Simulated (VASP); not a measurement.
# GaP (F-43m) in VASP: a series of runs

Runs on GaP. Level: PBE+D3(BJ). Tasks: single point.

Program: VASP 6.6.1. These are calculated values, not measurements. Logs are shortened: lines on timing, memory, paths and dates and some standing lists are left out, and cuts for length are marked.

**What was measured.**

From “Stacking defects in GaP nanowires: Electronic structure and optical properties”, 2018, arxiv:1810.01194, for a bulk crystal of GaP at 10 K: band gap 2.34 eV (indirect).

The runs below are set against these values where they give the same quantity.

## (1) The cell of the first run

The structure is cubic, space group F-43m (No. 216). The conventional cell has a = 5.446 Å, b = 5.446 Å, c = 5.446 Å, α = 90.00°, β = 90.00°, γ = 90.00°. Ga (site symmetry -43m) has 4 P at 2.36 Å within 3.1 Å. P (site symmetry -43m) has 4 Ga at 2.36 Å within 3.1 Å.

## (2) Single point, PBE+D3(BJ)

Input file INCAR:

```
PREC = Accurate
ENCUT = 500
EDIFF = 1E-6
ISMEAR = 0
SIGMA = 0.02
LREAL = False
LASPH = True
NELM = 120
ALGO = Normal
ISIF = 2
LWAVE = False
LCHARG = False
GGA = PE
IVDW = 12
NBANDS = 16
GGA_COMPAT = False
```

Input file KPOINTS:

```
regular mesh
0
Gamma
  8 8 8
```

Input file POSCAR:

```
GaP
1.0
    0.0000000000      2.7229173955      2.7229173955
    2.7229173955      0.0000000000      2.7229173955
    2.7229173955      2.7229173955      0.0000000000
Ga P
1 1
Direct
    0.0000000000      0.0000000000      0.0000000000
    0.2500000000      0.2500000000      0.2500000000
```

Potentials or basis: VASP PAW PBE potentials, release 64 (Ga_d, P).

Launch:

```bash
$ cat potpaw_PBE.64/Ga_d/POTCAR potpaw_PBE.64/P/POTCAR > POTCAR
$ mpirun -np 1 vasp_std > vasp.out
```

OUTCAR:

```text
PREC = Accurate
   ENCUT = 500
   EDIFF = 1E-6
   ISMEAR = 0
   LREAL = False
   LASPH = True
   NELM = 120
   ISIF = 2
   GGA = PE
   IVDW = 12
 IVDW          = 12

 ion  position               nearest neighbor table
   1  0.000  0.000  0.000-   2 2.36   2 2.36   2 2.36   2 2.36
   2  0.250  0.250  0.250-   1 2.36   1 2.36   1 2.36   1 2.36

  LATTYP: Found a face centered cubic cell.
 ALAT       =     5.4458347910

  Lattice vectors:

 A1 = (   0.0000000000,   2.7229173955,   2.7229173955)
 A2 = (   2.7229173955,   0.0000000000,   2.7229173955)
 A3 = (   2.7229173955,   2.7229173955,   0.0000000000)

Analysis of symmetry for initial positions (statically):
=====================================================================
 Subroutine PRICEL returns:
 Original cell was already a primitive cell.

 Routine SETGRP: Setting up the symmetry group for a
 face centered cubic supercell.

 Subroutine GETGRP returns: Found 24 space group operations
 (whereof 24 operations were pure point group operations)
 out of a pool of 48 trial point group operations.

The static configuration has the point symmetry T_d .

Analysis of symmetry for dynamics (positions and initial velocities):
=====================================================================
 Subroutine PRICEL returns:
 Original cell was already a primitive cell.

 Routine SETGRP: Setting up the symmetry group for a
 face centered cubic supercell.

 Subroutine GETGRP returns: Found 24 space group operations
 (whereof 24 operations were pure point group operations)
 out of a pool of 48 trial point group operations.

The dynamic configuration has the point symmetry T_d .

 Subroutine INISYM returns: Found 24 space group operations
 (whereof 24 operations are pure point group operations),
 and found     1 'primitive' translations

----------------------------------------------------------------------------------------

                                     Primitive cell

  volume of cell :      40.3769

  direct lattice vectors                    reciprocal lattice vectors
     0.000000000  2.722917396  2.722917396    -0.183626577  0.183626577  0.183626577
     2.722917396  0.000000000  2.722917396     0.183626577 -0.183626577  0.183626577
     2.722917396  2.722917396  0.000000000     0.183626577  0.183626577 -0.183626577

  length of vectors
     3.850786710  3.850786710  3.850786710     0.318050560  0.318050560  0.318050560

  position of ions in fractional coordinates (direct lattice)
     0.000000000  0.000000000  0.000000000
     0.250000000  0.250000000  0.250000000

  ion indices of the primitive-cell ions
   primitive index   ion index
                 1           1
                 2           2

----------------------------------------------------------------------------------------

 KPOINTS: regular mesh

Automatic generation of k-mesh.
 Grid dimensions read from file:
 generate k-points for:    8    8    8

 Generating k-lattice:

  Cartesian coordinates                     Fractional coordinates (reciprocal lattice)
    -0.022953322  0.022953322  0.022953322     0.125000000  0.000000000  0.000000000
     0.022953322 -0.022953322  0.022953322     0.000000000  0.125000000  0.000000000
     0.022953322  0.022953322 -0.022953322     0.000000000  0.000000000  0.125000000

  Length of vectors
     0.039756320  0.039756320  0.039756320

  Shift w.r.t. Gamma in fractional coordinates (k-lattice)
     0.000000000  0.000000000  0.000000000

 Subroutine IBZKPT returns following result:
 ===========================================

 Found     29 irreducible k-points:

 Following reciprocal coordinates:
            Coordinates               Weight
  0.000000  0.000000  0.000000      1.000000
  0.125000  0.000000  0.000000      8.000000
  0.250000  0.000000  0.000000      8.000000
  0.375000  0.000000  0.000000      8.000000
  0.500000  0.000000  0.000000      4.000000
  0.125000  0.125000  0.000000      6.000000
[... 16 lines left out ...]
  0.500000  0.250000  0.125000     48.000000
 -0.375000  0.250000  0.125000     24.000000
 [... further k-points ...]
   k-points           NKPTS =     29   k-points in BZ     NKDIM =     29   number of bands    NBANDS=     16
   number of dos      NEDOS =    301   number of ions     NIONS =      2
   total plane-waves  NPLWV =  21952
   dimension x,y,z NGX =    28 NGY =   28 NGZ =   28
   dimension x,y,z NGXF=    56 NGYF=   56 NGZF=   56
   ions per type =               1   1
   NGX,Y,Z   is equivalent  to a cutoff of  12.09, 12.09, 12.09 a.u.
   NGXF,Y,Z  is equivalent  to a cutoff of  24.18, 24.18, 24.18 a.u.
 SYSTEM =  unknown system
   PREC   = accura    normal or accurate (medium, high low for compatibility)
   ISTART =      0    job   : 0-new  1-cont  2-samecut
   ICHARG =      2    charge: 1-file 2-atom 10-const
   ISPIN  =      1    spin polarized calculation?
   LNONCOLLINEAR =      F non collinear calculations
   LSORBIT =      F    spin-orbit coupling
   LASPH  =      T    aspherical Exc in radial PAW
   ENCUT  =  500.0 eV  36.75 Ry    6.06 a.u.   7.02  7.02  7.02*2*pi/ulx,y,z
   NELM   =    120;   NELMIN=  2; NELMDL= -5     # of ELM steps
   EDIFF  = 0.1E-05   stopping-criterion for ELM
   LREAL  =      F    real-space projection
   EDIFFG = 0.1E-04   stopping-criterion for IOM
   NSW    =      0    number of steps for IOM
   IBRION =     -1    ionic relax: 0-MD 1-quasi-New 2-CG
   NFREE  =      0    steps in history (QN), initial steepest desc. (CG)
   ISIF   =      2    stress and relaxation
   ISYM   =      2    0-nonsym 1-usesym 2-fastsym
   POTIM  = 0.5000    time-step for ionic-motion
   TEBEG  =    0.0;   TEEND  =   0.0 temperature during run
   PSTRESS=    0.0 pullay stress
   NELECT =      18.0000    total number of electrons
   NUPDOWN=      -1.0000    fix difference up-down
   EMIN   =  10.00;   EMAX   =-10.00  energy-range for DOS
   EFERMI =   0.00;   METHOD = LEGACY
   ISMEAR =     0;   SIGMA  =   0.02  broadening in eV -4-tet -1-fermi 0-gaus
   EFERMI_NEDOS =   21; number of points for ismear=-14 and -15
   IALGO  =     38    algorithm
   IMIX   =      4    mixing-type and parameters
     AMIX     =   0.40;   BMIX     =  1.00
     AMIX_MAG =   1.60;   BMIX_MAG =  1.00
  volume/ion in A,a.u.               =      20.19       136.24
  Fermi-wavevector in a.u.,A,eV,Ry     =   1.250608  2.363306 21.279789  1.564020
  Thomas-Fermi vector in A             =   2.384594
   LORBIT       =      0    0 simple, 1 ext, 2 COOP (PROOUT), +10 PAW based schemes
   GGA     = PE    functional components
   LHFCALC =     F    Hartree Fock is set to
   AEXX    =    0.0000 exact exchange contribution
   IVDW    =    12    specifies the selected vdW correction
   LEPSILON=     F    determine dielectric tensor
   LRPA    =     F    only Hartree local field effects (RPA)
 non-spin polarized calculation
 Gauss-broadening in eV      SIGMA  =   0.02
  energy-cutoff  :      500.00
  volume of cell :       40.38
 maximum number of plane-waves:      1036
   NGX = 13   NGY = 13   NGZ = 13

 number of electron      18.0000016 magnetization

 Free energy of the ion-electron system (eV)
  ---------------------------------------------------
  ext. energy  EPLUGINS =         0.00000000
  ---------------------------------------------------
  free energy    TOTEN  =        -9.11432872 eV

  energy without entropy =       -9.11432872  energy(sigma->0) =       -9.11432872

 E-fermi :   4.8088     XC(G=0):  -9.8447

 val. band max:        4.6785810233   @ k =   0.0000   0.0000   0.0000
 cond. band min:       6.3162936258   @ k =   0.3750   0.3750   0.0000
 fundamental gap:      1.6377126025
 Fermi energy:         4.8088282414

 k-point     1 :       0.0000    0.0000    0.0000
  band No.  band energies     occupation
      1      -9.8767      2.00000
      2      -9.8767      2.00000
      3      -9.8767      2.00000
      4      -9.7762      2.00000
      5      -9.7762      2.00000
      6      -7.8325      2.00000
[... 8 lines left out ...]
     15      14.4696      0.00000
     16      14.4696      0.00000

 k-point     2 :       0.1250    0.0000    0.0000
  band No.  band energies     occupation
      1      -9.8906      2.00000
      2      -9.8719      2.00000
      3      -9.8719      2.00000
      4      -9.7762      2.00000
      5      -9.7762      2.00000
      6      -7.6294      2.00000
[... 8 lines left out ...]
     15      13.8456      0.00000
     16      14.3930      0.00000

 k-point     3 :       0.2500    0.0000    0.0000
  band No.  band energies     occupation
      1      -9.9211      2.00000
      2      -9.8618      2.00000
      3      -9.8618      2.00000
      4      -9.7749      2.00000
      5      -9.7749      2.00000
      6      -7.0539      2.00000
[... 8 lines left out ...]
     15      13.6631      0.00000
     16      14.6145      0.00000

 k-point     4 :       0.3750    0.0000    0.0000
  band No.  band energies     occupation
      1      -9.9485      2.00000
      2      -9.8541      2.00000
      3      -9.8541      2.00000
      4      -9.7711      2.00000
      5      -9.7711      2.00000
      6      -6.2509      2.00000
[... 8 lines left out ...]
     15      14.8638      0.00000
     16      14.8638      0.00000
[... 324 lines left out ...]
 k-point    22 :       0.3750    0.2500    0.1250
  band No.  band energies     occupation
      1      -9.9444      2.00000
      2      -9.8498      2.00000
      3      -9.8458      2.00000
      4      -9.7871      2.00000
      5      -9.7671      2.00000
      6      -6.5645      2.00000
[... 8 lines left out ...]
     15      15.8107      0.00000
     16      17.1186      0.00000

 k-point    23 :       0.5000    0.2500    0.1250
  band No.  band energies     occupation
      1      -9.9600      2.00000
      2      -9.8461      2.00000
      3      -9.8366      2.00000
      4      -9.7850      2.00000
      5      -9.7672      2.00000
      6      -5.8080      2.00000
[... 8 lines left out ...]
     15      16.2369      0.00000
     16      17.5248      0.00000

 k-point    24 :      -0.3750    0.2500    0.1250
  band No.  band energies     occupation
      1      -9.9657      2.00000
      2      -9.8455      2.00000
      3      -9.8334      2.00000
      4      -9.7813      2.00000
      5      -9.7688      2.00000
      6      -5.3507      2.00000
[... 8 lines left out ...]
     15      16.6928      0.00000
     16      17.2034      0.00000

 [... further k-points ...]

------------------------ aborting loop because EDIFF is reached ----------------------------------------

 Edisp (eV)   -0.63476

 E8    (eV) :    -0.2692

  FORCE on cell =-STRESS in cart. coord.  units (eV):
  Direction    XX          YY          ZZ          XY          YZ          ZX
  --------------------------------------------------------------------------------------
  -------------------------------------------------------------------------------------
  Total      -0.02293    -0.02293    -0.02293     0.00000     0.00000    -0.00000
  in kB      -0.90986    -0.90986    -0.90986     0.00000     0.00000    -0.00000
  external pressure =       -0.91 kB  Pullay stress =        0.00 kB

 VOLUME and BASIS-vectors are now :
 -----------------------------------------------------------------------------
  energy-cutoff  :      500.00
  volume of cell :       40.38
      direct lattice vectors                 reciprocal lattice vectors
     0.000000000  2.722917396  2.722917396    -0.183626577  0.183626577  0.183626577
     2.722917396  0.000000000  2.722917396     0.183626577 -0.183626577  0.183626577
     2.722917396  2.722917396  0.000000000     0.183626577  0.183626577 -0.183626577

 POSITION                                       TOTAL-FORCE (eV/Angst)
 -----------------------------------------------------------------------------------
      0.00000      0.00000      0.00000         0.000000     -0.000000      0.000000
      1.36146      1.36146      1.36146        -0.000000      0.000000     -0.000000
 -----------------------------------------------------------------------------------
    total drift:                                0.000001      0.000001      0.000001

  FREE ENERGIE OF THE ION-ELECTRON SYSTEM (eV)
  ---------------------------------------------------
  free  energy   TOTEN  =        -9.7490874662 eV

  energy  without entropy=       -9.7490874662  energy(sigma->0) =       -9.74908747
```

Wall time 26 s (1 thread of Intel Xeon 8259CL, shared host); peak memory 0.17 GiB.

Results:

- Free energy: -9.7491 eV
- Pressure: -0.1 GPa
- Band gap on the k mesh: 1.64 eV (least direct gap 1.85 eV)
- Dispersion energy per atom: -0.317 eV

Levels at points of the mesh, in eV from the valence-band top:
| k point | band 5 | band 6 | band 7 | band 8 | band 9 | band 10 | band 11 | band 12 | band 13 | band 14 |
| --- | --- | --- | --- | --- | --- | --- | --- | --- | --- | --- |
| (0.00, 0.00, 0.00) | -14.45 | -12.51 | 0.00 | 0.00 | 0.00 | 1.85 | 3.89 | 3.89 | 3.89 | 8.82 |
| (0.50, 0.00, 0.00) | -14.45 | -10.44 | -6.65 | -1.12 | -1.12 | 1.68 | 4.72 | 4.72 | 8.29 | 10.91 |
| (0.50, 0.50, 0.00) | -14.43 | -9.53 | -6.76 | -2.69 | -2.69 | 1.65 | 1.82 | 10.62 | 10.62 | 11.22 |

## (3) Single point, PBE+D3(BJ) (19.58 Å³/atom)

This run uses another cell than the first one, of 19.58 Å³/atom.

Input file INCAR:

```
ALGO = Normal
EDIFF = 1E-6
ENCUT = 500
GGA = PE
GGA_COMPAT = False
ISIF = 2
ISMEAR = 0
IVDW = 12
LASPH = True
LCHARG = False
LREAL = False
LWAVE = False
NBANDS = 16
NELM = 120
PREC = Accurate
SIGMA = 0.02
```

Input file KPOINTS:

```
k-points
0
Gamma
  8 8 8
```

Input file POSCAR:

```
GaP
1.0
    0.0000000000      2.6954112988      2.6954112988
    2.6954112988      0.0000000000      2.6954112988
    2.6954112988      2.6954112988      0.0000000000
Ga P
1 1
Direct
    0.0000000000      0.0000000000      0.0000000000
    0.2500000000      0.2500000000      0.2500000000
```

Potentials or basis: VASP PAW PBE potentials, release 64 (Ga_d, P).

Launch:

```bash
$ cat potpaw_PBE.64/Ga_d/POTCAR potpaw_PBE.64/P/POTCAR > POTCAR
$ mpirun -np 1 vasp_std > vasp.out
```

Run time: 22 s. Hardware: 1 thread of Intel Xeon 8259CL, shared host; peak memory 0.17 GiB.

The run converged. Its results:

```yaml
Free_energy: -9.7392 eV
Pressure: 2.6 GPa
Band_gap_on_the_k_mesh: 1.58 eV (least direct gap 2.10 eV)
Dispersion_energy_per_atom: -0.328 eV
```

Levels at points of the mesh, in eV from the valence-band top:
```tsv
k point	band 6	band 7	band 8	band 9	band 10	band 11	band 12	band 13
(0.00, 0.00, 0.00)	-12.75	0.00	0.00	0.00	2.10	3.88	3.88	3.88
(0.50, 0.00, 0.00)	-10.57	-6.82	-1.17	-1.17	1.77	4.71	4.71	8.34
(0.50, 0.50, 0.00)	-9.62	-6.91	-2.80	-2.80	1.58	1.79	10.84	10.84
```

## (4) Single point, PBE+D3(BJ) (20.79 Å³/atom)

This run uses another cell than the first one, of 20.79 Å³/atom.

INCAR is that of step 3.

KPOINTS is that of step 3.

Input file POSCAR:

```
GaP
1.0
    0.0000000000      2.7498787271      2.7498787271
    2.7498787271      0.0000000000      2.7498787271
    2.7498787271      2.7498787271      0.0000000000
Ga P
1 1
Direct
    0.0000000000      0.0000000000      0.0000000000
    0.2500000000      0.2500000000      0.2500000000
```

Launch:

```bash
$ cat potpaw_PBE.64/Ga_d/POTCAR potpaw_PBE.64/P/POTCAR > POTCAR
$ mpirun -np 1 vasp_std > vasp.out
```

Wall time 22 s (1 thread of Intel Xeon 8259CL, shared host); peak memory 0.17 GiB.

It converged, with:

* Free energy: -9.7400 eV
* Pressure: -2.4 GPa
* Band gap on the k mesh: 1.59 eV (least direct gap 1.60 eV)
* Dispersion energy per atom: -0.307 eV

Levels at points of the mesh, in eV from the valence-band top:
```
           k point  band 6  band 7  band 8  band 9  band 10  band 11  band 12  band 13
(0.00, 0.00, 0.00)  -12.29    0.00    0.00    0.00     1.60     3.90     3.90     3.90
(0.50, 0.00, 0.00)  -10.31   -6.48   -1.08   -1.08     1.59     4.73     4.73     8.23
(0.50, 0.50, 0.00)   -9.45   -6.63   -2.59   -2.59     1.71     1.84    10.39    10.39
```

A k mesh can miss the band edges. As with any semilocal functional, this PBE gap is likely too small.

## (5) Single point, PBE+D3(BJ) (21.40 Å³/atom)

This run uses another cell than the first one, of 21.40 Å³/atom.

Input file INCAR:

```
ALGO     = Normal         # electronic algorithm
EDIFF    = 1E-6           # SCF threshold, eV
ENCUT    = 500            # plane-wave cutoff, eV
GGA      = PE             # functional
GGA_COMPAT= F            
ISIF     = 2              # what is computed and relaxed
ISMEAR   = 0              # smearing method
IVDW     = 12             # dispersion correction
LASPH    = T              # aspherical terms in the spheres
LCHARG   = T              # write CHGCAR
LELF     = T              # ELF
LREAL    = F              # projectors in reciprocal space
LVHAR    = T            
LWAVE    = F              # write WAVECAR
NBANDS   = 16             # bands
NELM     = 120            # most SCF steps
PREC     = Accurate       # precision mode
SIGMA    = 0.02           # smearing width, eV
```

KPOINTS is that of step 4.

Input file POSCAR:

```
GaP
1.0
    0.0000000000      2.7763214908      2.7763214908
    2.7763214908      0.0000000000      2.7763214908
    2.7763214908      2.7763214908      0.0000000000
Ga P
1 1
Direct
    0.0000000000      0.0000000000      0.0000000000
    0.2500000000      0.2500000000      0.2500000000
```

Launch:

```bash
$ cat potpaw_PBE.64/Ga_d/POTCAR potpaw_PBE.64/P/POTCAR > POTCAR
$ mpirun -np 1 vasp_std > vasp.out
```

Run time: 27 s. Hardware: 1 thread of Intel Xeon 8259CL, shared host; peak memory 0.18 GiB.

Results (log left out):

```
Free energy                : -9.7149 eV
Pressure                   : -4.3 GPa
Band gap on the k mesh     : 1.37 eV
Dispersion energy per atom : -0.298 eV
```

Levels at points of the mesh, in eV from the valence-band top:
| k point | band 7 | band 8 | band 9 | band 10 | band 11 | band 12 |
| --- | --- | --- | --- | --- | --- | --- |
| (0.00, 0.00, 0.00) | 0.00 | 0.00 | 0.00 | 1.37 | 3.90 | 3.90 |
| (0.50, 0.00, 0.00) | -6.33 | -1.04 | -1.04 | 1.50 | 4.73 | 4.73 |
| (0.50, 0.50, 0.00) | -6.50 | -2.49 | -2.49 | 1.77 | 1.86 | 10.18 |

Caveat: the cell stands under tension.

## (6) Summary

| cell | gap on the mesh (eV) | pressure (GPa) |
| --- | --- | --- |
| a = 3.851 Å, angles 60.0°, 2 atoms | 1.64 | -0.1 |
| a = 3.812 Å, angles 60.0°, 2 atoms | 1.58 | 2.6 |
| a = 3.889 Å, angles 60.0°, 2 atoms | 1.59 | -2.4 |
| a = 3.926 Å, angles 60.0°, 2 atoms | 1.37 | -4.3 |

Alike in all rows: task single point; level PBE+D3(BJ); potentials or basis VASP PAW PBE potentials, release 64 (Ga_d, P); no spin polarisation; k mesh 8 × 8 × 8; cutoff (eV) 500; smearing gaussian 0.02 eV.

Caveats: the cell stands under tension (at least some runs).

Absolute energies hang on the potentials; compare differences alone.

## (7) Comparison with measurements

Step 2. A measured gap of GaP is 2.34 eV (indirect; 10 K; quoted in “Stacking defects in GaP nanowires: Electronic structure and optical properties”, 2018, arxiv:1810.01194); the calculated 1.64 eV misses it by -0.70 eV. Spin-orbit coupling on Ga is left out. The value is that of PBE+D3(BJ) on a finite k mesh, which can miss the band edges, without temperature or zero-point motion. Semilocal functionals fall short of measured gaps as a rule.
